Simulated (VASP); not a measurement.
# MgI2 (P-3m1) in VASP: further runs, part 2 of 2

VASP 6.6.1. The steps go on from the part before.

### 4 Single point, LDA

This run uses another cell than the first one, of 33.81 Å³/atom, 1.053 times its volume.

Input file INCAR:

```
SYSTEM = MgI2
  ALGO = Normal
  EDIFF = 1E-7
  ENCUT = 520
  GGA = CA
  ISIF = 2
  ISMEAR = 0
  LASPH = .True.
  LCHARG = .False.
  LREAL = .False.
  LWAVE = .False.
  NBANDS = 15
  NELM = 80
  PREC = Accurate
  SIGMA = 0.05
```

Input file KPOINTS:

```
k-points
0
Gamma
  6 6 4
  0 0 0
```

Input file POSCAR:

```
MgI2
1.0
    4.1487106712      0.0000000000      0.0000000000
   -2.0743553356      3.5928888342      0.0000000000
    0.0000000000      0.0000000000      6.8054124713
Mg I
1 2
Direct
    0.0000000000      0.0000000000      0.0000000000
    0.3333333333      0.6666666667      0.7747750392
    0.6666666667      0.3333333333      0.2252249608
```

Potentials or basis: VASP PAW LDA potentials, release 64 (Mg, I).

On the command line:

```sh
$ cat potpaw_LDA.64/Mg/POTCAR potpaw_LDA.64/I/POTCAR > POTCAR
$ mpirun -np 1 vasp_std > vasp.out
```

OUTCAR:

```text
SYSTEM = MgI2
   EDIFF = 1E-7
   ENCUT = 520
   GGA = CA
   ISIF = 2
   ISMEAR = 0
   LASPH = .True.
   LREAL = .False.
   NELM = 80
   PREC = Accurate

 ion  position               nearest neighbor table
   1  0.000  0.000  0.000-   2 2.84   3 2.84   2 2.84   3 2.84   3 2.84   2 2.84
   2  0.333  0.667  0.775-   1 2.84   1 2.84   1 2.84
   3  0.667  0.333  0.225-   1 2.84   1 2.84   1 2.84

  LATTYP: Found a hexagonal cell.
 ALAT       =     4.1487106712
 C/A-ratio  =     1.6403680591

  Lattice vectors:

 A1 = (   4.1487106712,   0.0000000000,   0.0000000000)
 A2 = (  -2.0743553356,   3.5928888342,   0.0000000000)
 A3 = (   0.0000000000,   0.0000000000,   6.8054124713)

Analysis of symmetry for initial positions (statically):
=====================================================================
 Subroutine PRICEL returns:
 Original cell was already a primitive cell.

 Routine SETGRP: Setting up the symmetry group for a
 hexagonal supercell.

 Subroutine GETGRP returns: Found 12 space group operations
 (whereof 12 operations were pure point group operations)
 out of a pool of 24 trial point group operations.

The static configuration has the point symmetry D_3d.

Analysis of symmetry for dynamics (positions and initial velocities):
=====================================================================
 Subroutine PRICEL returns:
 Original cell was already a primitive cell.

 Routine SETGRP: Setting up the symmetry group for a
 hexagonal supercell.

 Subroutine GETGRP returns: Found 12 space group operations
 (whereof 12 operations were pure point group operations)
 out of a pool of 24 trial point group operations.

The dynamic configuration has the point symmetry D_3d.

 Subroutine INISYM returns: Found 12 space group operations
 (whereof 12 operations are pure point group operations),
 and found     1 'primitive' translations

----------------------------------------------------------------------------------------

                                     Primitive cell

[... 122 lines left out ...]
 non-spin polarized calculation
 Gauss-broadening in eV      SIGMA  =   0.05
  energy-cutoff  :      520.00
  volume of cell :      101.44
 maximum number of plane-waves:      2772
 NGX is ok and might be reduce to    32
   NGX = 15   NGY = 15   NGZ = 25

 number of electron      16.0000000 magnetization

 Free energy of the ion-electron system (eV)
  ---------------------------------------------------
  ext. energy  EPLUGINS =         0.00000000
  ---------------------------------------------------
  free energy    TOTEN  =        -9.01925003 eV

  energy without entropy =       -9.01925003  energy(sigma->0) =       -9.01925003

 E-fermi :   2.6145     XC(G=0):  -8.5308

 val. band max:        2.3347108147   @ k =   0.0000   0.0000   0.0000
 cond. band min:       5.6494690241   @ k =   0.5000   0.0000   0.2500
 fundamental gap:      3.3147582095
 Fermi energy:         2.6145474545

 k-point     1 :       0.0000    0.0000    0.0000
  band No.  band energies     occupation
      1     -10.1267      2.00000
      2      -9.2267      2.00000
      3      -1.3284      2.00000
      4       1.5391      2.00000
      5       1.5391      2.00000
      6       2.0177      2.00000
      7       2.0177      2.00000
      8       2.3347      2.00000
      9       5.8891      0.00000
     10       6.6951      0.00000
     11       8.6300      0.00000
     12       8.6300      0.00000
     13       9.5652      0.00000
     14      10.1279      0.00000
[... 401 lines left out ...]
      2      -9.1339      2.00000
      3      -1.3489      2.00000
      4      -0.7928      2.00000
      5      -0.7928      2.00000
      6      -0.0161      2.00000
      7       1.7302      2.00000
      8       1.7302      2.00000
      9       7.3333      0.00000
     10       8.2513      0.00000
     11       8.2513      0.00000
     12       9.6036      0.00000
     13      10.3174      0.00000
     14      10.4961      0.00000
     15      10.6542      0.00000

------------------------ aborting loop because EDIFF is reached ----------------------------------------

  FORCE on cell =-STRESS in cart. coord.  units (eV):
  Direction    XX          YY          ZZ          XY          YZ          ZX
  --------------------------------------------------------------------------------------
  -------------------------------------------------------------------------------------
  Total        0.1306818      0.1306818      1.3013379      0.0000000     -0.0000000      0.0000000
  in kB        2.0640220      2.0640220     20.5536648      0.0000000     -0.0000000      0.0000000
  external PRESSURE =       8.2272362 kB  Pullay stress =       0.0000000 kB

 VOLUME and BASIS-vectors are now :
 -----------------------------------------------------------------------------
  energy-cutoff  :      520.00
  volume of cell :      101.44
      direct lattice vectors                 reciprocal lattice vectors
     4.148710671  0.000000000  0.000000000     0.241038742  0.139163782  0.000000000
    -2.074355336  3.592888834  0.000000000     0.000000000  0.278327565  0.000000000
     0.000000000  0.000000000  6.805412471     0.000000000  0.000000000  0.146941865

 POSITION                                       TOTAL-FORCE (eV/Angst)
 -----------------------------------------------------------------------------------
      0.00000      0.00000      0.00000         0.000000      0.000000      0.000000
     -0.00000      2.39526      5.27266        -0.000000      0.000000     -0.578519
      2.07436      1.19763      1.53275         0.000000     -0.000000      0.578519
 -----------------------------------------------------------------------------------
    total drift:                                0.000000     -0.000000     -0.000000

  FREE ENERGIE OF THE ION-ELECTRON SYSTEM (eV)
  ---------------------------------------------------
  free  energy   TOTEN  =        -9.0192500326 eV

  energy  without entropy=       -9.0192500326  energy(sigma->0) =       -9.01925003
```

stdout:

```text
POSCAR found type information on POSCAR MgI
 POSCAR found :  2 types and       3 ions
 scaLAPACK will be used
 LDA part: xc-table for (Slater(with rela. corr.)+CA(PZ))
 , standard interpolation
 POSCAR, INCAR and KPOINTS ok, starting setup
 FFT: planning ... GRIDC
 FFT: planning ... GRID_SOFT
 FFT: planning ... GRID
 WAVECAR not read
 entering main loop
```

It took 20 s on 1 thread of Intel Xeon Platinum 8488C (Sapphire Rapids), shared host; peak memory 0.19 GiB.

What came out:

```
Free energy            : -9.0193 eV
Pressure               : 0.8 GPa
Largest force          : 0.579 eV/Å
Band gap on the k mesh : 3.31 eV, indirect (least direct gap 3.55 eV)
```

Forces on the atoms (eV/Å):
```
Mg   0.000  0.000  0.000
I    0.000  0.000 -0.579
I    0.000  0.000  0.579
```

Stress tensor (GPa, compression positive):
```
0.21 0.00 0.00
0.00 0.21 0.00
0.00 0.00 2.06
```

Levels at points of the mesh, in eV from the valence-band top:
```csv
k point,band 6,band 7,band 8,band 9,band 10,band 11
"(0.00, 0.00, 0.00)",-0.32,-0.32,0.00,3.55,4.36,6.30
"(0.50, 0.00, 0.00)",-1.80,-0.94,-0.64,3.32,5.16,5.56
"(0.00, 0.00, 0.50)",-0.73,-0.38,-0.38,4.36,4.48,6.14
"(0.50, 0.00, 0.50)",-1.25,-0.84,-0.82,3.40,5.11,5.58
```

Caveat: spin-orbit coupling is left out, which moves the levels of the heavy elements.
